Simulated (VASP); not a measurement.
# GaC2 (C2/m) in VASP: single point with PBE

Aim: the single point of GaC2 with PBE.

All numbers are computed with VASP 6.6.1; they aren't measurements. Logs are shortened: lines on timing, memory, paths and dates and some standing lists are left out, and cuts for length are marked.

### 1 The cell of the first run

Symmetry: C2/m, No. 12, monoclinic system. Conventional cell: a = 6.665 Å, b = 2.537 Å, c = 3.860 Å, α = 90.00°, β = 95.38°, γ = 90.00°. Ga (site symmetry 2/m) has 4 C at 2.13 to 2.80 Å and 2 Ga at 2.54 Å within 2.8 Å. Within 1.9 Å of C (site symmetry m) lie 2 C at 1.41 Å.

### 2 Single point, PBE

INCAR

```
SYSTEM = GaC2
PREC     = Accurate       ! precision mode
ENCUT    = 520            ! plane-wave cutoff, eV
EDIFF    = 1E-6           ! SCF threshold, eV
ISMEAR   = 0              ! smearing method
SIGMA    = 0.1            ! smearing width, eV
LREAL    = .FALSE.        ! projectors in reciprocal space
LASPH    = .TRUE.         ! aspherical terms in the spheres
NELM     = 100            ! most SCF steps
ALGO     = Normal         ! electronic algorithm
ISIF     = 2              ! what is computed and relaxed
LWAVE    = .FALSE.        ! write WAVECAR
LCHARG   = .FALSE.        ! write CHGCAR
GGA      = PE             ! functional
NBANDS   = 18             ! bands
```

KPOINTS

```
Automatic mesh
0
G
  20 20 12
  0 0 0
```

POSCAR

```
GaC2
1.0
    3.3322787586     -1.2684191231      0.0306161443
    3.3322787586      1.2684191231      0.0306161443
   -0.3969835981      0.0000000000      3.8391317182
Ga C
1 2
Direct
    0.0000000000      0.0000000000      0.0000000000
    0.7730759132      0.7730759132      0.5735748943
    0.2269240868      0.2269240868      0.4264251057
```

Potentials or basis: VASP PAW PBE potentials, release 64 (Ga_d, C).

On the command line:

```console
cat potpaw_PBE.64/Ga_d/POTCAR potpaw_PBE.64/C/POTCAR > POTCAR
mpirun -np 1 vasp_std > vasp.out
```

OUTCAR:

```text
SYSTEM = GaC2
   PREC = Accurate
   ENCUT = 520
   EDIFF = 1E-6
   ISMEAR = 0
   LREAL = .FALSE.
   LASPH = .TRUE.
   NELM = 100
   ISIF = 2
   GGA = PE

 ion  position               nearest neighbor table
   1  0.000  0.000  0.000-   2 2.13   3 2.13
   2  0.773  0.773  0.574-   3 1.41   3 1.41   1 2.13
   3  0.227  0.227  0.426-   2 1.41   2 1.41   1 2.13

  LATTYP: Found a base centered monoclinic cell.
 ALAT       =     6.6648388047
 B/A-ratio  =     0.3806300978
 C/A-ratio  =     0.5790990911
 COS(beta)  =    -0.0937131188

  Lattice vectors:

 A1 = (   3.3322787586,  -1.2684191231,   0.0306161443)
 A2 = (   3.3322787586,   1.2684191231,   0.0306161443)
 A3 = (  -0.3969835981,   0.0000000000,   3.8391317182)

Analysis of symmetry for initial positions (statically):
=====================================================================
 Subroutine PRICEL returns:
 Original cell was already a primitive cell.

 Routine SETGRP: Setting up the symmetry group for a
 base centered monoclinic supercell.

 Subroutine GETGRP returns: Found  4 space group operations
 (whereof  4 operations were pure point group operations)
 out of a pool of  4 trial point group operations.

The static configuration has the point symmetry C_2h.

Analysis of symmetry for dynamics (positions and initial velocities):
=====================================================================
 Subroutine PRICEL returns:
 Original cell was already a primitive cell.

 Routine SETGRP: Setting up the symmetry group for a
 base centered monoclinic supercell.

 Subroutine GETGRP returns: Found  4 space group operations
 (whereof  4 operations were pure point group operations)
 out of a pool of  4 trial point group operations.

The dynamic configuration has the point symmetry C_2h.

 Subroutine INISYM returns: Found  4 space group operations
 (whereof  4 operations are pure point group operations),
 and found     1 'primitive' translations

----------------------------------------------------------------------------------------

                                     Primitive cell

  volume of cell :      32.4847

  direct lattice vectors                    reciprocal lattice vectors
     3.332278759 -1.268419123  0.030616144     0.149905053 -0.394191471  0.015500861
     3.332278759  1.268419123  0.030616144     0.149905053  0.394191471  0.015500861
    -0.396983598  0.000000000  3.839131718    -0.002390913  0.000000000  0.260228333

  length of vectors
     3.565656482  3.565656482  3.859602094     0.422017437  0.422017437  0.260239316

  position of ions in fractional coordinates (direct lattice)
     0.000000000  0.000000000  0.000000000
     0.773075913  0.773075913  0.573574894
     0.226924087  0.226924087  0.426425106

  ion indices of the primitive-cell ions
   primitive index   ion index
                 1           1
                 2           2
                 3           3

----------------------------------------------------------------------------------------

 KPOINTS: Automatic mesh

Automatic generation of k-mesh.
 Grid dimensions read from file:
 generate k-points for:   20   20   12

 Generating k-lattice:

  Cartesian coordinates                     Fractional coordinates (reciprocal lattice)
     0.007495253 -0.019709574  0.000775043     0.050000000 -0.000000000  0.000000000
     0.007495253  0.019709574  0.000775043    -0.000000000  0.050000000  0.000000000
    -0.000199243  0.000000000  0.021685694     0.000000000  0.000000000  0.083333333

  Length of vectors
     0.021100872  0.021100872  0.021686610

  Shift w.r.t. Gamma in fractional coordinates (k-lattice)
     0.000000000  0.000000000  0.000000000

 Subroutine IBZKPT returns following result:
 ===========================================

 Found   1272 irreducible k-points:

 Following reciprocal coordinates:
            Coordinates               Weight
  0.000000  0.000000  0.000000      1.000000
  0.050000  0.000000 -0.000000      4.000000
  0.100000  0.000000 -0.000000      4.000000
  0.150000  0.000000 -0.000000      4.000000
  0.200000  0.000000 -0.000000      4.000000
  0.250000 -0.000000 -0.000000      4.000000
[... 16 lines left out ...]
 -0.400000  0.050000  0.000000      4.000000
 -0.350000  0.050000  0.000000      4.000000
 [... further k-points ...]
   k-points           NKPTS =   1272   k-points in BZ     NKDIM =   1272   number of bands    NBANDS=     18
   number of dos      NEDOS =    301   number of ions     NIONS =      3
   total plane-waves  NPLWV =  23520
   dimension x,y,z NGX =    28 NGY =   28 NGZ =   30
   dimension x,y,z NGXF=    56 NGYF=   56 NGZF=   60
   ions per type =               1   2
   NGX,Y,Z   is equivalent  to a cutoff of  13.05, 13.05, 12.92 a.u.
   NGXF,Y,Z  is equivalent  to a cutoff of  26.11, 26.11, 25.84 a.u.
 SYSTEM =  GaC2
   PREC   = accura    normal or accurate (medium, high low for compatibility)
   ISTART =      0    job   : 0-new  1-cont  2-samecut
   ICHARG =      2    charge: 1-file 2-atom 10-const
   ISPIN  =      1    spin polarized calculation?
   LNONCOLLINEAR =      F non collinear calculations
   LSORBIT =      F    spin-orbit coupling
   LASPH  =      T    aspherical Exc in radial PAW
   ENCUT  =  520.0 eV  38.22 Ry    6.18 a.u.   6.63  6.63  7.18*2*pi/ulx,y,z
   NELM   =    100;   NELMIN=  2; NELMDL= -5     # of ELM steps
   EDIFF  = 0.1E-05   stopping-criterion for ELM
   LREAL  =      F    real-space projection
   EDIFFG = 0.1E-04   stopping-criterion for IOM
   NSW    =      0    number of steps for IOM
   IBRION =     -1    ionic relax: 0-MD 1-quasi-New 2-CG
   NFREE  =      0    steps in history (QN), initial steepest desc. (CG)
   ISIF   =      2    stress and relaxation
   ISYM   =      2    0-nonsym 1-usesym 2-fastsym
   POTIM  = 0.5000    time-step for ionic-motion
   TEBEG  =    0.0;   TEEND  =   0.0 temperature during run
   PSTRESS=    0.0 pullay stress
   NELECT =      21.0000    total number of electrons
   NUPDOWN=      -1.0000    fix difference up-down
   EMIN   =  10.00;   EMAX   =-10.00  energy-range for DOS
   EFERMI =   0.00;   METHOD = LEGACY
   ISMEAR =     0;   SIGMA  =   0.10  broadening in eV -4-tet -1-fermi 0-gaus
   EFERMI_NEDOS =   21; number of points for ismear=-14 and -15
   IALGO  =     38    algorithm
   IMIX   =      4    mixing-type and parameters
     AMIX     =   0.40;   BMIX     =  1.00
     AMIX_MAG =   1.60;   BMIX_MAG =  1.00
  volume/ion in A,a.u.               =      10.83        73.07
  Fermi-wavevector in a.u.,A,eV,Ry     =   1.415538  2.674978 27.262630  2.003747
  Thomas-Fermi vector in A             =   2.536966
   LORBIT       =      0    0 simple, 1 ext, 2 COOP (PROOUT), +10 PAW based schemes
   GGA     = PE    functional components
   LHFCALC =     F    Hartree Fock is set to
   AEXX    =    0.0000 exact exchange contribution
   IVDW    =     0    specifies the selected vdW correction
   LEPSILON=     F    determine dielectric tensor
   LRPA    =     F    only Hartree local field effects (RPA)
 non-spin polarized calculation
 Gauss-broadening in eV      SIGMA  =   0.10
  energy-cutoff  :      520.00
  volume of cell :       32.48
 maximum number of plane-waves:       894
   NGX = 13   NGY = 13   NGZ = 15

 number of electron      21.0000006 magnetization

 Free energy of the ion-electron system (eV)
  ---------------------------------------------------
  ext. energy  EPLUGINS =         0.00000000
  ---------------------------------------------------
  free energy    TOTEN  =       -19.14456524 eV

  energy without entropy =      -19.14164951  energy(sigma->0) =      -19.14310737

 E-fermi :   6.4781     XC(G=0): -11.4884

 val. band max:        6.4774702955   @ k =   0.3000   0.0500   0.2500
 cond. band min:       6.4782047786   @ k =  -0.3000   0.4000   0.0833
 fundamental gap:      0.0007344831
 Fermi energy:         6.4781385775

 k-point     1 :       0.0000    0.0000    0.0000
  band No.  band energies     occupation
      1     -11.2874      2.00000
      2      -9.0486      2.00000
      3      -8.7020      2.00000
      4      -8.6556      2.00000
      5      -8.5567      2.00000
      6      -8.4165      2.00000
[... 10 lines left out ...]
     17      18.4653      0.00000
     18      18.6003      0.00000

 k-point     2 :       0.0500    0.0000   -0.0000
  band No.  band energies     occupation
      1     -11.2428      2.00000
      2      -9.0316      2.00000
      3      -8.6999      2.00000
      4      -8.6544      2.00000
      5      -8.5644      2.00000
      6      -8.4247      2.00000
[... 10 lines left out ...]
     17      17.9010      0.00000
     18      18.8865      0.00000

 k-point     3 :       0.1000    0.0000   -0.0000
  band No.  band energies     occupation
      1     -11.1094      2.00000
      2      -8.9827      2.00000
      3      -8.6942      2.00000
      4      -8.6501      2.00000
      5      -8.5866      2.00000
      6      -8.4484      2.00000
[... 10 lines left out ...]
     17      17.2075      0.00000
     18      19.1367      0.00000

 k-point     4 :       0.1500    0.0000   -0.0000
  band No.  band energies     occupation
      1     -10.8897      2.00000
      2      -8.9085      2.00000
      3      -8.6860      2.00000
      4      -8.6408      2.00000
      5      -8.6203      2.00000
      6      -8.4840      2.00000
[... 375 lines left out ...]
      4      -8.6337      2.00000
      5      -8.4836      2.00000
      6      -6.9060      2.00000
[... 10 lines left out ...]
     17      17.5547      0.00000
     18      19.1346      0.00000

 k-point    23 :      -0.4000    0.0500    0.0000
  band No.  band energies     occupation
      1      -8.9044      2.00000
      2      -8.7896      2.00000
      3      -8.7256      2.00000
      4      -8.6408      2.00000
      5      -8.5292      2.00000
      6      -7.5267      2.00000
[... 10 lines left out ...]
     17      17.3930      0.00000
     18      18.3440      0.00000

 k-point    24 :      -0.3500    0.0500    0.0000
  band No.  band energies     occupation
      1      -9.0158      2.00000
      2      -8.8174      2.00000
      3      -8.7201      2.00000
      4      -8.6567      2.00000
      5      -8.5918      2.00000
      6      -8.0081      2.00000
[... 10 lines left out ...]
     17      17.6276      0.00000
     18      18.2057      0.00000

 [... further k-points ...]

------------------------ aborting loop because EDIFF is reached ----------------------------------------

  FORCE on cell =-STRESS in cart. coord.  units (eV):
  Direction    XX          YY          ZZ          XY          YZ          ZX
  --------------------------------------------------------------------------------------
  -------------------------------------------------------------------------------------
  Total        0.0205115      0.1058234      0.0321497      0.0000000      0.0000000      0.0302587
  in kB        1.0116472      5.2193064      1.5856543      0.0000000      0.0000000      1.4923878
  external PRESSURE =       2.6055360 kB  Pullay stress =       0.0000000 kB

 VOLUME and BASIS-vectors are now :
 -----------------------------------------------------------------------------
  energy-cutoff  :      520.00
  volume of cell :       32.48
      direct lattice vectors                 reciprocal lattice vectors
     3.332278759 -1.268419123  0.030616144     0.149905053 -0.394191471  0.015500861
     3.332278759  1.268419123  0.030616144     0.149905053  0.394191471  0.015500861
    -0.396983598  0.000000000  3.839131718    -0.002390913  0.000000000  0.260228333

 POSITION                                       TOTAL-FORCE (eV/Angst)
 -----------------------------------------------------------------------------------
      0.00000      0.00000      0.00000         0.000000      0.000000      0.000000
      4.92451      0.00000      2.24937         0.005800      0.000000      0.017906
      1.34306      0.00000      1.65100        -0.005800      0.000000     -0.017906
 -----------------------------------------------------------------------------------
    total drift:                                0.000000     -0.000000     -0.000000

  FREE ENERGIE OF THE ION-ELECTRON SYSTEM (eV)
  ---------------------------------------------------
  free  energy   TOTEN  =       -19.1445652352 eV

  energy  without entropy=      -19.1416495071  energy(sigma->0) =      -19.14310737
```

Run time: 4.5 min. Hardware: 1 thread of Intel Xeon 6975P-C (Granite Rapids), shared host; peak memory 0.74 GiB.

What came out:

```
Free energy   : -19.1446 eV
Pressure      : 0.3 GPa
Largest force : 0.019 eV/Å
```

Forces in eV/Å, atoms in the order of the input:
```
Ga   0.000  0.000  0.000
C    0.006  0.000  0.018
C   -0.006  0.000 -0.018
```

Stress tensor (GPa, compression positive):
```
0.10 0.00 0.15
0.00 0.52 0.00
0.15 0.00 0.16
```

Levels at points of the mesh, in eV from the Fermi level:
| k point | band 8 | band 9 | band 10 | band 11 | band 12 | band 13 |
| --- | --- | --- | --- | --- | --- | --- |
| (0.00, 0.00, 0.00) | -7.32 | -5.97 | -5.23 | 2.82 | 4.57 | 5.06 |
| (0.50, 0.00, 0.00) | -4.94 | -3.65 | -2.63 | -1.44 | 0.82 | 3.15 |
| (0.50, 0.50, 0.00) | -6.08 | -5.75 | -2.78 | -1.20 | -0.01 | 6.86 |
| (0.00, 0.00, 0.50) | -5.96 | -4.87 | -1.16 | -0.27 | 2.03 | 5.18 |
| (0.50, 0.00, 0.50) | -5.38 | -4.98 | -2.80 | -1.04 | 0.25 | 3.25 |
| (0.50, 0.50, 0.50) | -8.09 | -7.10 | -6.01 | 3.54 | 4.30 | 6.83 |
